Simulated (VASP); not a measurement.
# SiC (Moissanite 3C) (F-43m) in VASP: a series of runs, part 2 of 2

VASP 6.6.1. Earlier steps stand in the parts before.

## 4. Single point, PBEsol

This run uses another cell than the first one, of 10.07 Å³/atom, 1.058 times its volume.

The input, INCAR:

```
SYSTEM = SiC
  ALGO = Normal
  EDIFF = 1E-6
  ENCUT = 600
  GGA = PS
  GGA_COMPAT = .FALSE.
  ISIF = 2
  ISMEAR = 0
  LASPH = .TRUE.
  LCHARG = .TRUE.
  LELF = .TRUE.
  LREAL = .FALSE.
  LVHAR = .TRUE.
  LWAVE = .FALSE.
  NBANDS = 11
  NELM = 120
  PREC = Accurate
  SIGMA = 0.01
```

The input, KPOINTS:

```
k-points
0
G
  8 8 8
  0 0 0
```

The input, POSCAR:

```
SiC
1.0
    0.0000000000      2.1594563463      2.1594563463
    2.1594563463      0.0000000000      2.1594563463
    2.1594563463      2.1594563463      0.0000000000
Si C
1 1
Direct
    0.0000000000      0.0000000000      0.0000000000
    0.2500000000      0.2500000000      0.2500000000
```

Potentials or basis: VASP PAW PBE potentials, release 64 (Si, C).

Launch:

```sh
> cat potpaw_PBE.64/Si/POTCAR potpaw_PBE.64/C/POTCAR > POTCAR
> mpirun -np 1 vasp_std > vasp.out
```

OUTCAR:

```text
SYSTEM = SiC
   EDIFF = 1E-6
   ENCUT = 600
   GGA = PS
   ISIF = 2
   ISMEAR = 0
   LASPH = .TRUE.
   LREAL = .FALSE.
   NELM = 120
   PREC = Accurate

 ion  position               nearest neighbor table
   1  0.000  0.000  0.000-   2 1.87   2 1.87   2 1.87   2 1.87
   2  0.250  0.250  0.250-   1 1.87   1 1.87   1 1.87   1 1.87

  LATTYP: Found a face centered cubic cell.
 ALAT       =     4.3189126926

  Lattice vectors:

 A1 = (   0.0000000000,   2.1594563463,   2.1594563463)
 A2 = (   2.1594563463,   0.0000000000,   2.1594563463)
 A3 = (   2.1594563463,   2.1594563463,   0.0000000000)

Analysis of symmetry for initial positions (statically):
=====================================================================
 Subroutine PRICEL returns:
 Original cell was already a primitive cell.

 Routine SETGRP: Setting up the symmetry group for a
 face centered cubic supercell.

 Subroutine GETGRP returns: Found 24 space group operations
 (whereof 24 operations were pure point group operations)
 out of a pool of 48 trial point group operations.

The static configuration has the point symmetry T_d .

Analysis of symmetry for dynamics (positions and initial velocities):
=====================================================================
 Subroutine PRICEL returns:
 Original cell was already a primitive cell.

 Routine SETGRP: Setting up the symmetry group for a
 face centered cubic supercell.

 Subroutine GETGRP returns: Found 24 space group operations
 (whereof 24 operations were pure point group operations)
 out of a pool of 48 trial point group operations.

The dynamic configuration has the point symmetry T_d .

 Subroutine INISYM returns: Found 24 space group operations
 (whereof 24 operations are pure point group operations),
 and found     1 'primitive' translations

----------------------------------------------------------------------------------------

                                     Primitive cell

  volume of cell :      20.1402

  direct lattice vectors                    reciprocal lattice vectors
[... 112 lines left out ...]
   GGA     = PS    functional components
   LHFCALC =     F    Hartree Fock is set to
   AEXX    =    0.0000 exact exchange contribution
   IVDW    =     0    specifies the selected vdW correction
   LEPSILON=     F    determine dielectric tensor
   LRPA    =     F    only Hartree local field effects (RPA)
 non-spin polarized calculation
 Gauss-broadening in eV      SIGMA  =   0.01
  energy-cutoff  :      600.00
  volume of cell :       20.14
 maximum number of plane-waves:       692
   NGX = 13   NGY = 13   NGZ = 13

 number of electron       8.0000000 magnetization

 Free energy of the ion-electron system (eV)
  ---------------------------------------------------
  ext. energy  EPLUGINS =         0.00000000
  ---------------------------------------------------
  free energy    TOTEN  =       -15.90364011 eV

  energy without entropy =      -15.90364011  energy(sigma->0) =      -15.90364011

 E-fermi :   8.4481     XC(G=0): -11.6214

 val. band max:        8.3634771947   @ k =   0.0000   0.0000   0.0000
 cond. band min:       9.5715310828   @ k =   0.5000   0.5000   0.0000
 fundamental gap:      1.2080538881
 Fermi energy:         8.4480673545

 k-point     1 :       0.0000    0.0000    0.0000
  band No.  band energies     occupation
      1      -7.2755      2.00000
      2       8.3635      2.00000
      3       8.3635      2.00000
      4       8.3635      2.00000
      5      14.8650      0.00000
      6      15.7942      0.00000
      7      15.7942      0.00000
      8      15.7942      0.00000
      9      22.9792      0.00000
     10      22.9792      0.00000
     11      25.0469      0.00000
[... 309 lines left out ...]
 k-point    24 :      -0.3750    0.2500    0.1250
  band No.  band energies     occupation
      1      -2.9012      2.00000
      2       0.3573      2.00000
      3       4.5857      2.00000
      4       6.0416      2.00000
      5      13.5663      0.00000
      6      15.7447      0.00000
      7      18.6651      0.00000
      8      19.5235      0.00000
      9      21.9541      0.00000
     10      24.7334      0.00000
     11      27.8594      0.00000

 [... further k-points ...]
[... 5 lines left out ...]
  --------------------------------------------------------------------------------------
  -------------------------------------------------------------------------------------
  Total        0.7993966      0.7993966      0.7993966     -0.0000000     -0.0000000     -0.0000000
  in kB       63.5930408     63.5930408     63.5930408     -0.0000000     -0.0000000     -0.0000000
  external PRESSURE =      63.5930408 kB  Pullay stress =       0.0000000 kB

 VOLUME and BASIS-vectors are now :
 -----------------------------------------------------------------------------
  energy-cutoff  :      600.00
  volume of cell :       20.14
      direct lattice vectors                 reciprocal lattice vectors
     0.000000000  2.159456346  2.159456346    -0.231539758  0.231539758  0.231539758
     2.159456346  0.000000000  2.159456346     0.231539758 -0.231539758  0.231539758
     2.159456346  2.159456346  0.000000000     0.231539758  0.231539758 -0.231539758

 POSITION                                       TOTAL-FORCE (eV/Angst)
 -----------------------------------------------------------------------------------
      0.00000      0.00000      0.00000         0.000000      0.000000      0.000000
      1.07973      1.07973      1.07973        -0.000000     -0.000000     -0.000000
 -----------------------------------------------------------------------------------
    total drift:                                0.000000      0.000000      0.000000

  FREE ENERGIE OF THE ION-ELECTRON SYSTEM (eV)
  ---------------------------------------------------
  free  energy   TOTEN  =       -15.9036401135 eV

  energy  without entropy=      -15.9036401135  energy(sigma->0) =      -15.90364011
```

OSZICAR:

```text
N       E                     dE             d eps       ncg     rms          rms(c)
DAV:   1     0.488018650236E+01    0.48802E+01   -0.43588E+03   678   0.702E+02
DAV:   2    -0.170369975348E+02   -0.21917E+02   -0.20798E+02   777   0.116E+02
DAV:   3    -0.177757156392E+02   -0.73872E+00   -0.73666E+00   804   0.178E+01
DAV:   4    -0.177787148553E+02   -0.29992E-02   -0.29991E-02   733   0.139E+00
DAV:   5    -0.177787264940E+02   -0.11639E-04   -0.11639E-04   770   0.842E-02    0.903E+00
DAV:   6    -0.159924068318E+02    0.17863E+01   -0.61011E+00   710   0.111E+01    0.407E+00
DAV:   7    -0.159183760753E+02    0.74031E-01   -0.40199E-01   766   0.356E+00    0.181E+00
DAV:   8    -0.159037926323E+02    0.14583E-01   -0.21240E-02   725   0.935E-01    0.165E-01
DAV:   9    -0.159035974404E+02    0.19519E-03   -0.15980E-03   797   0.216E-01    0.112E-01
DAV:  10    -0.159036397069E+02   -0.42267E-04   -0.11357E-04   728   0.679E-02    0.252E-02
DAV:  11    -0.159036398408E+02   -0.13386E-06   -0.10320E-05   782   0.180E-02    0.570E-03
DAV:  12    -0.159036401135E+02   -0.27269E-06   -0.59845E-07   427   0.481E-03
   1 F= -.15903640E+02 E0= -.15903640E+02  d E =-.277385E-35
```

stdout:

```text
POSCAR found type information on POSCAR SiC
 POSCAR found :  2 types and       2 ions
 scaLAPACK will be used
 -----------------------------------------------------------------------------
|                                                                             |
|                                                                             |
|     You enforced a specific xc type in the INCAR file but a different       |
|     I HOPE YOU KNOW WHAT YOU ARE DOING!                                     |
|                                                                             |
 -----------------------------------------------------------------------------

 LDA part: xc-table for (Slater+PW92), standard interpolation
 POSCAR, INCAR and KPOINTS ok, starting setup
 FFT: planning ... GRIDC
 FFT: planning ... GRID_SOFT
 FFT: planning ... GRID
 WAVECAR not read
 entering main loop
```

It took 4.2 s on 1 thread of Intel Xeon 6975P-C, shared host; peak memory 0.13 GiB.

What came out:

* Free energy: -15.9036 eV
* Pressure: 6.4 GPa
* Band gap on the k mesh: 1.21 eV, indirect (least direct gap 4.47 eV)

Levels at points of the mesh, in eV from the valence-band top:
| k point | band 2 | band 3 | band 4 | band 5 | band 6 | band 7 |
| --- | --- | --- | --- | --- | --- | --- |
| (0.00, 0.00, 0.00) | 0.00 | 0.00 | 0.00 | 6.50 | 7.43 | 7.43 |
| (0.50, 0.00, 0.00) | -8.75 | -1.06 | -1.06 | 5.62 | 7.25 | 7.25 |
| (0.50, 0.50, 0.00) | -7.92 | -3.26 | -3.26 | 1.21 | 4.29 | 14.27 |

Caveat: the PAW data sets were made with another functional, which shifts forces and pressure a little. Expect the measured gap to be larger: semilocal functionals such as PBEsol lack the derivative discontinuity.

## 5. Single point, PBEsol

This run uses another cell than the first one, of 10.35 Å³/atom, 1.087 times its volume.

The input, INCAR:

```
PREC = Accurate ; ENCUT = 600
EDIFF = 1E-6 ; ISMEAR = 0
SIGMA = 0.01 ; LREAL = False
LASPH = True ; NELM = 120
ALGO = Normal ; ISIF = 2
LWAVE = False ; LCHARG = False
GGA = PS ; NBANDS = 11
GGA_COMPAT = False
```

The input, KPOINTS:

```
Automatic mesh
0
Gamma
  8 8 8
```

The input, POSCAR:

```
SiC
1.0
    0.0000000000      2.1790000000      2.1790000000
    2.1790000000      0.0000000000      2.1790000000
    2.1790000000      2.1790000000      0.0000000000
Si C
1 1
Direct
    0.0000000000      0.0000000000      0.0000000000
    0.2500000000      0.2500000000      0.2500000000
```

Launch:

```sh
> cat potpaw_PBE.64/Si/POTCAR potpaw_PBE.64/C/POTCAR > POTCAR
> mpirun -np 1 vasp_std > vasp.out
```

Wall time 10 s (1 thread of Intel Xeon 6975P-C, shared host); peak memory 0.15 GiB.

Results (log left out):

```
Free energy            : -15.9150 eV
Pressure               : 0.0 GPa
Band gap on the k mesh : 1.23 eV, indirect (least direct gap 4.44 eV)
```

Levels at points of the mesh, in eV from the valence-band top:
```
           k point  band 1  band 2  band 3  band 4  band 5  band 6  band 7  band 8  band 9
(0.00, 0.00, 0.00)  -15.42    0.00    0.00    0.00    6.19    7.24    7.24    7.24   14.46
(0.50, 0.00, 0.00)  -11.82   -8.60   -1.06   -1.06    5.37    7.14    7.14    9.92   16.01
(0.50, 0.50, 0.00)  -10.36   -7.83   -3.21   -3.21    1.23    4.20   13.95   13.95   14.68
```

Caveat: the PAW data sets were made with another functional, which shifts forces and pressure a little.

## 6. Summary

| cell | gap on the mesh (eV) | pressure (GPa) |
| --- | --- | --- |
| a = 2.997 Å, angles 60.0°, 2 atoms | 1.15 | 21.8 |
| a = 3.026 Å, angles 60.0°, 2 atoms | 1.18 | 13.6 |
| a = 3.054 Å, angles 60.0°, 2 atoms | 1.21 | 6.4 |
| a = 3.082 Å, angles 60.0°, 2 atoms | 1.23 | 0.0 |

Alike in all rows: task single point; level PBEsol; potentials or basis VASP PAW PBE potentials, release 64 (Si, C); no spin polarisation; k mesh 8 × 8 × 8; cutoff (eV) 600; smearing gaussian 0.01 eV.

Caveats: the PAW data sets were made with another functional, which shifts forces and pressure a little.

Absolute energies hang on the potentials; compare differences alone.

## 7. How close it comes

Step 5. A measured gap of SiC is 2.4 eV (indirect; quoted in “Insight into the structural, elastic and electronic properties of a new orthorhombic 6O-SiC polytype”, 2020, pmc:7200658); the calculated 1.23 eV misses it by -1.17 eV. The value is that of PBEsol on a finite k mesh, which can miss the band edges, without temperature or zero-point motion. Semilocal functionals fall short of measured gaps as a rule.
